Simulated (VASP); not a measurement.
# BaTiO3 (Barioperovskite) (Amm2) in VASP: notebook

The runs below take BaTiO3 (Barioperovskite) through single point, with PBEsol+U.

Program: VASP 6.6.1. These are calculated values, not measurements. Logs are shortened: lines on timing, memory, paths and dates and some standing lists are left out, and cuts for length are marked.

**1. The cell of the first run**

The structure is orthorhombic, space group Amm2 (No. 38). Conventional cell: a = 3.986 Å, b = 5.674 Å, c = 5.690 Å, α = 90.00°, β = 90.00°, γ = 90.00°. Ba (site symmetry mm2) has 12 O at 2.77 to 2.92 Å and 8 Ti at 3.42 to 3.53 Å within 3.7 Å. Within 2.6 Å of Ti (site symmetry mm2) lie 6 O at 1.93 to 2.09 Å. O (site symmetry mm2) has 2 Ti at 2.00 Å within 2.6 Å. O (site symmetry m) has 2 Ti at 1.93 to 2.09 Å within 2.6 Å.

**2. Single point, PBEsol+U**

The input, INCAR:

```
  PREC = Accurate
  ENCUT = 520
  EDIFF = 1E-6
  ISMEAR = 0
  SIGMA = 0.01
  LREAL = False
  LASPH = True
  NELM = 150
  ALGO = Normal
  ISIF = 2
  LWAVE = False
  LCHARG = False
  LMAXMIX = 4
  LDAU = True
  LDAUTYPE = 2
  LDAUL = -1 2 -1
  LDAUU = 0 4 0
  LDAUJ = 0 0 0
  LDAUPRINT = 1
  GGA = PS
  NBANDS = 28
```

The input, KPOINTS:

```
Automatic mesh
0
Gamma
  4 4 4
```

The input, POSCAR:

```
BaTiO3
1.0
    3.9855000000      0.0000000000      0.0000000000
    0.0000000000      2.8369000000      2.8451500000
    0.0000000000     -2.8369000000      2.8451500000
Ba Ti O
1 1 3
Direct
    0.0000000000      0.0000000000      0.0000000000
    0.5000000000      0.5124000000      0.5124000000
    0.0000000000      0.4874000000      0.4874000000
    0.5000000000      0.5052399996      0.9918399996
    0.5000000000      0.9918399996      0.5052399996
```

Potentials or basis: VASP PAW PBE potentials, release 64 (Ba_sv, Ti_sv, O).

On the command line:

```sh
$ cat potpaw_PBE.64/Ba_sv/POTCAR potpaw_PBE.64/Ti_sv/POTCAR potpaw_PBE.64/O/POTCAR > POTCAR
$ mpirun -np 1 vasp_std > vasp.out
```

OUTCAR:

```text
PREC = Accurate
   ENCUT = 520
   EDIFF = 1E-6
   ISMEAR = 0
   LREAL = False
   LASPH = True
   NELM = 150
   ISIF = 2
   GGA = PS

 ion  position               nearest neighbor table
   1  0.000  0.000  0.000-   3 2.77   4 2.81   5 2.81   4 2.81   5 2.81   3 2.84   3 2.84   4 2.84
                             5 2.84   5 2.84   4 2.84   3 2.92   2 3.42   2 3.42   2 3.47   2 3.47
   2  0.500  0.512  0.512-   4 1.93   5 1.93   3 2.00   3 2.00   5 2.09   4 2.09   1 3.42   1 3.42
                             1 3.47   1 3.47   1 3.47   1 3.47   1 3.53   1 3.53
   3  0.000  0.487  0.487-   2 2.00   2 2.00   1 2.77   1 2.84   1 2.84   1 2.92
   4  0.500  0.505  0.992-   2 1.93   2 2.09   1 2.81   1 2.81   1 2.84   1 2.84
   5  0.500  0.992  0.505-   2 1.93   2 2.09   1 2.81   1 2.81   1 2.84   1 2.84

  LATTYP: Found a base centered orthorhombic cell.
 ALAT       =     5.6738000000
 B/A-ratio  =     1.0029081039
 C/A-ratio  =     0.7024392823

  Lattice vectors:

 A1 = (   0.0000000000,   2.8369000000,  -2.8451500000)
 A2 = (   0.0000000000,   2.8369000000,   2.8451500000)
 A3 = (   3.9855000000,   0.0000000000,   0.0000000000)

Analysis of symmetry for initial positions (statically):
=====================================================================
 Subroutine PRICEL returns:
 Original cell was already a primitive cell.

 Routine SETGRP: Setting up the symmetry group for a
 base centered orthorhombic supercell.

 Subroutine GETGRP returns: Found  4 space group operations
 (whereof  4 operations were pure point group operations)
 out of a pool of  8 trial point group operations.

The static configuration has the point symmetry C_2v.

Analysis of symmetry for dynamics (positions and initial velocities):
=====================================================================
 Subroutine PRICEL returns:
 Original cell was already a primitive cell.

 Routine SETGRP: Setting up the symmetry group for a
 base centered orthorhombic supercell.

 Subroutine GETGRP returns: Found  4 space group operations
 (whereof  4 operations were pure point group operations)
 out of a pool of  8 trial point group operations.

The dynamic configuration has the point symmetry C_2v.

 Subroutine INISYM returns: Found  4 space group operations
 (whereof  4 operations are pure point group operations),
 and found     1 'primitive' translations

----------------------------------------------------------------------------------------

                                     Primitive cell

  volume of cell :      64.3372

  direct lattice vectors                    reciprocal lattice vectors
     3.985500000  0.000000000  0.000000000     0.250909547  0.000000000  0.000000000
     0.000000000  2.836900000  2.845150000     0.000000000  0.176248722  0.175737659
     0.000000000 -2.836900000  2.845150000     0.000000000 -0.176248722  0.175737659

  length of vectors
     3.985500000  4.017820321  4.017820321     0.250909547  0.248892219  0.248892219

  position of ions in fractional coordinates (direct lattice)
     0.000000000  0.000000000  0.000000000
     0.500000000  0.512400000  0.512400000
     0.000000000  0.487400000  0.487400000
     0.500000000  0.505240000  0.991840000
     0.500000000  0.991840000  0.505240000

  ion indices of the primitive-cell ions
   primitive index   ion index
                 1           1
                 2           2
                 3           3
                 4           4
                 5           5

----------------------------------------------------------------------------------------

 KPOINTS: Automatic mesh

Automatic generation of k-mesh.
 Grid dimensions read from file:
 generate k-points for:    4    4    4
[... 50 lines left out ...]
 SYSTEM =  unknown system
   PREC   = accura    normal or accurate (medium, high low for compatibility)
   ISTART =      0    job   : 0-new  1-cont  2-samecut
   ICHARG =      2    charge: 1-file 2-atom 10-const
   ISPIN  =      1    spin polarized calculation?
   LNONCOLLINEAR =      F non collinear calculations
   LSORBIT =      F    spin-orbit coupling
   LASPH  =      T    aspherical Exc in radial PAW
   ENCUT  =  520.0 eV  38.22 Ry    6.18 a.u.   7.41  7.47  7.47*2*pi/ulx,y,z
   NELM   =    150;   NELMIN=  2; NELMDL= -5     # of ELM steps
   EDIFF  = 0.1E-05   stopping-criterion for ELM
   LREAL  =      F    real-space projection
   EDIFFG = 0.1E-04   stopping-criterion for IOM
   NSW    =      0    number of steps for IOM
   IBRION =     -1    ionic relax: 0-MD 1-quasi-New 2-CG
   NFREE  =      0    steps in history (QN), initial steepest desc. (CG)
   ISIF   =      2    stress and relaxation
   ISYM   =      2    0-nonsym 1-usesym 2-fastsym
   POTIM  = 0.5000    time-step for ionic-motion
   TEBEG  =    0.0;   TEEND  =   0.0 temperature during run
   PSTRESS=    0.0 pullay stress
   NELECT =      40.0000    total number of electrons
   NUPDOWN=      -1.0000    fix difference up-down
   EMIN   =  10.00;   EMAX   =-10.00  energy-range for DOS
   EFERMI =   0.00;   METHOD = LEGACY
   ISMEAR =     0;   SIGMA  =   0.01  broadening in eV -4-tet -1-fermi 0-gaus
   EFERMI_NEDOS =   21; number of points for ismear=-14 and -15
   IALGO  =     38    algorithm
   IMIX   =      4    mixing-type and parameters
     AMIX     =   0.40;   BMIX     =  1.00
     AMIX_MAG =   1.60;   BMIX_MAG =  1.00
  volume/ion in A,a.u.               =      12.87        86.83
  Fermi-wavevector in a.u.,A,eV,Ry     =   1.397250  2.640420 26.562762  1.952308
  Thomas-Fermi vector in A             =   2.520525
   LORBIT       =      0    0 simple, 1 ext, 2 COOP (PROOUT), +10 PAW based schemes
 LDA+U is selected, type is set to LDAUTYPE =  2
   angular momentum for each species LDAUL =    -1    2   -1
   U (eV)           for each species LDAUU =   0.0  4.0  0.0
   J (eV)           for each species LDAUJ =   0.0  0.0  0.0
   GGA     = PS    functional components
   LHFCALC =     F    Hartree Fock is set to
   AEXX    =    0.0000 exact exchange contribution
   IVDW    =     0    specifies the selected vdW correction
   LEPSILON=     F    determine dielectric tensor
   LRPA    =     F    only Hartree local field effects (RPA)
 non-spin polarized calculation
 Gauss-broadening in eV      SIGMA  =   0.01
  energy-cutoff  :      520.00
  volume of cell :       64.34
 maximum number of plane-waves:      1753
 NGX is ok and might be reduce to    30
   NGX = 15   NGY = 15   NGZ = 15

atom =   2  type =  2  l = 2

 onsite density matrix

spin component  1

  0.1073  0.0000  0.0000  0.0000  0.0000
  0.0000  0.2398  0.0000  0.0000  0.0000
  0.0000  0.0000  0.1386  0.0000 -0.0552
  0.0000  0.0000  0.0000  0.1091  0.0000
  0.0000  0.0000 -0.0552  0.0000  0.2066

spin component  2

  0.1073  0.0000  0.0000  0.0000  0.0000
  0.0000  0.2398  0.0000  0.0000  0.0000
  0.0000  0.0000  0.1386  0.0000 -0.0552
  0.0000  0.0000  0.0000  0.1091  0.0000
  0.0000  0.0000 -0.0552  0.0000  0.2066

 occupancies and eigenvectors

  o =  0.1073  v =  1.0000  0.0000  0.0000  0.0000  0.0000  0.0000  0.0000  0.0000  0.0000  0.0000      0.0000  0.0000  0.0000  0.0000  0.0000  0.0000  0.0000  0.0000  0.0000  0.0000
  o =  0.1073  v =  0.0000  0.0000  0.0000  0.0000  0.0000  1.0000  0.0000  0.0000  0.0000  0.0000      0.0000  0.0000  0.0000  0.0000  0.0000  0.0000  0.0000  0.0000  0.0000  0.0000
  o =  0.1077  v =  0.0000  0.0000 -0.8732  0.0000 -0.4874  0.0000  0.0000  0.0000  0.0000  0.0000      0.0000  0.0000  0.0000  0.0000  0.0000  0.0000  0.0000  0.0000  0.0000  0.0000
  o =  0.1077  v =  0.0000  0.0000  0.0000  0.0000  0.0000  0.0000  0.0000 -0.8732  0.0000 -0.4874      0.0000  0.0000  0.0000  0.0000  0.0000  0.0000  0.0000  0.0000  0.0000  0.0000
  o =  0.1091  v =  0.0000  0.0000  0.0000  1.0000  0.0000  0.0000  0.0000  0.0000  0.0000  0.0000      0.0000  0.0000  0.0000  0.0000  0.0000  0.0000  0.0000  0.0000  0.0000  0.0000
  o =  0.1091  v =  0.0000  0.0000  0.0000  0.0000  0.0000  0.0000  0.0000  0.0000  1.0000  0.0000      0.0000  0.0000  0.0000  0.0000  0.0000  0.0000  0.0000  0.0000  0.0000  0.0000
  o =  0.2374  v =  0.0000  0.0000  0.0000  0.0000  0.0000  0.0000  0.0000 -0.4874  0.0000  0.8732      0.0000  0.0000  0.0000  0.0000  0.0000  0.0000  0.0000  0.0000  0.0000  0.0000
  o =  0.2374  v =  0.0000  0.0000 -0.4874  0.0000  0.8732  0.0000  0.0000  0.0000  0.0000  0.0000      0.0000  0.0000  0.0000  0.0000  0.0000  0.0000  0.0000  0.0000  0.0000  0.0000
  o =  0.2398  v =  0.0000  0.0000  0.0000  0.0000  0.0000  0.0000  1.0000  0.0000  0.0000  0.0000      0.0000  0.0000  0.0000  0.0000  0.0000  0.0000  0.0000  0.0000  0.0000  0.0000
  o =  0.2398  v =  0.0000  1.0000  0.0000  0.0000  0.0000  0.0000  0.0000  0.0000  0.0000  0.0000      0.0000  0.0000  0.0000  0.0000  0.0000  0.0000  0.0000  0.0000  0.0000  0.0000

 number of electron      39.9999995 magnetization

 Free energy of the ion-electron system (eV)
  ---------------------------------------------------
  ext. energy  EPLUGINS =         0.00000000
  ---------------------------------------------------
  free energy    TOTEN  =       -39.24687214 eV

  energy without entropy =      -39.24687214  energy(sigma->0) =      -39.24687214

 E-fermi :   3.9994     XC(G=0): -11.5018

 val. band max:        3.8041124686   @ k =   0.5000   0.5000   0.5000
 cond. band min:       6.0501136661   @ k =   0.0000   0.0000   0.0000
 fundamental gap:      2.2460011975
 Fermi energy:         3.9993753862

 k-point     1 :       0.0000    0.0000    0.0000
  band No.  band energies     occupation
      1     -53.6014      2.00000
      2     -29.8900      2.00000
      3     -29.8889      2.00000
      4     -29.8740      2.00000
      5     -20.9792      2.00000
      6     -13.0620      2.00000
[... 640 lines left out ...]
     27      11.5363      0.00000
     28      11.5796      0.00000

------------------------ aborting loop because EDIFF is reached ----------------------------------------

  FORCE on cell =-STRESS in cart. coord.  units (eV):
  Direction    XX          YY          ZZ          XY          YZ          ZX
  --------------------------------------------------------------------------------------
  -------------------------------------------------------------------------------------
  Total        0.4966976      0.6005919      0.3253500      0.0000000      0.0000000      0.0000000
  in kB       12.3691722     14.9564343      8.1021324      0.0000000      0.0000000      0.0000000
  external PRESSURE =      11.8092463 kB  Pullay stress =       0.0000000 kB

 VOLUME and BASIS-vectors are now :
 -----------------------------------------------------------------------------
  energy-cutoff  :      520.00
  volume of cell :       64.34
      direct lattice vectors                 reciprocal lattice vectors
     3.985500000  0.000000000  0.000000000     0.250909547  0.000000000  0.000000000
     0.000000000  2.836900000  2.845150000     0.000000000  0.176248722  0.175737659
     0.000000000 -2.836900000  2.845150000     0.000000000 -0.176248722  0.175737659

 POSITION                                       TOTAL-FORCE (eV/Angst)
 -----------------------------------------------------------------------------------
      0.00000      0.00000      0.00000         0.000000      0.000000      0.170772
      1.99275      0.00000      2.91571         0.000000      0.000000     -0.360253
      0.00000      0.00000      2.77345         0.000000      0.000000      0.210679
      1.99275     -1.38044      4.25942         0.000000     -0.248923     -0.010599
      1.99275      1.38044      4.25942         0.000000      0.248923     -0.010599
 -----------------------------------------------------------------------------------
    total drift:                                0.000000      0.000001      0.000257

  FREE ENERGIE OF THE ION-ELECTRON SYSTEM (eV)
  ---------------------------------------------------
  free  energy   TOTEN  =       -39.2468721372 eV

  energy  without entropy=      -39.2468721372  energy(sigma->0) =      -39.24687214
```

Run time: 31 s. Hardware: 1 thread of Intel Xeon Platinum 8375C at 2.90GHz (Ice Lake), shared host; peak memory 0.19 GiB.

What came out:

* Free energy: -39.2469 eV
* Pressure: 1.2 GPa
* Largest force: 0.360 eV/Å
* Band gap on the k mesh: 2.25 eV, indirect (least direct gap 2.49 eV)

Forces in eV/Å, atoms in the order of the input:
```
Ba   0.000  0.000  0.171
Ti   0.000  0.000 -0.360
O    0.000  0.000  0.211
O    0.000 -0.249 -0.011
O    0.000  0.249 -0.011
```

Stress tensor (GPa, compression positive):
```
1.24 0.00 0.00
0.00 1.50 0.00
0.00 0.00 0.81
```

Eigenvalues of the final occupation matrices:
```tsv
site	spin	trace	eigenvalues
site 2 d	1	0.80	0.11 0.11 0.11 0.24 0.24
site 2 d	2	0.80	0.11 0.11 0.11 0.24 0.24
```

Caveat: the PAW data sets were made with another functional, which shifts forces and pressure a little; spin-orbit coupling is left out, which moves the levels of the heavy elements.

**3. Single point, PBEsol+U**

The input, INCAR:

```
SYSTEM = BaTiO3
PREC = Accurate ; ENCUT = 520
EDIFF = 1E-7 ; ISMEAR = 0
SIGMA = 0.01 ; LREAL = .False.
LASPH = .True. ; NELM = 150
ALGO = Normal ; ISIF = 2
LWAVE = .False. ; LCHARG = .True.
LMAXMIX = 4 ; LDAU = .True.
LDAUTYPE = 2 ; LDAUL = -1 2 -1
LDAUU = 0 6 0 ; LDAUJ = 0 0 0
LDAUPRINT = 1 ; GGA = PS
LELF = .True. ; LVHAR = .True.
NBANDS = 28
```

The input, KPOINTS:

```
regular mesh
0
Gamma
  4 4 4
  0 0 0
```

POSCAR is that of step 2.

Potentials or basis: VASP PAW PBE potentials, release 64 (Ba_sv, Ti_sv, O).

On the command line:

```sh
$ cat potpaw_PBE.64/Ba_sv/POTCAR potpaw_PBE.64/Ti_sv/POTCAR potpaw_PBE.64/O/POTCAR > POTCAR
$ mpirun -np 1 vasp_std > vasp.out
```

It took 33 s on 1 thread of Intel Xeon Platinum 8375C at 2.90GHz (Ice Lake), shared host; peak memory 0.18 GiB.

It converged, with:

```
Free energy            : -37.9698 eV
Pressure               : 2.9 GPa
Largest force          : 0.675 eV/Å
Band gap on the k mesh : 2.51 eV, indirect (least direct gap 2.76 eV)
```

Forces on the atoms (eV/Å):
```
Ba   0.000  0.000  0.178
Ti   0.000  0.000 -0.675
O    0.000  0.000  0.220
O    0.000 -0.386  0.139
O    0.000  0.386  0.139
```

Stress tensor (GPa, compression positive):
```
2.99 0.00 0.00
0.00 3.27 0.00
0.00 0.00 2.56
```

Levels at points of the mesh, in eV from the valence-band top:
```csv
k point,band 18,band 19,band 20,band 21,band 22,band 23
"(0.00, 0.00, 0.00)",-0.35,-0.30,-0.26,2.51,2.55,2.67
"(0.50, 0.00, 0.00)",-1.68,-0.92,-0.88,2.75,4.08,4.17
"(0.00, 0.50, 0.00)",-1.64,-0.90,-0.85,2.79,4.14,4.20
"(0.50, 0.50, 0.00)",-0.92,-0.91,-0.09,4.23,4.25,4.65
"(0.00, 0.50, 0.50)",-0.95,-0.91,-0.14,4.22,4.27,4.64
"(0.50, 0.50, 0.50)",-0.04,-0.01,0.00,4.84,4.90,4.91
```

Eigenvalues of the final occupation matrices:
```
    site  spin  trace               eigenvalues
site 2 d     1   0.76  0.10 0.10 0.10 0.23 0.24
site 2 d     2   0.76  0.10 0.10 0.10 0.23 0.24
```

Caveat: the PAW data sets were made with another functional, which shifts forces and pressure a little; spin-orbit coupling is left out, which moves the levels of the heavy elements.
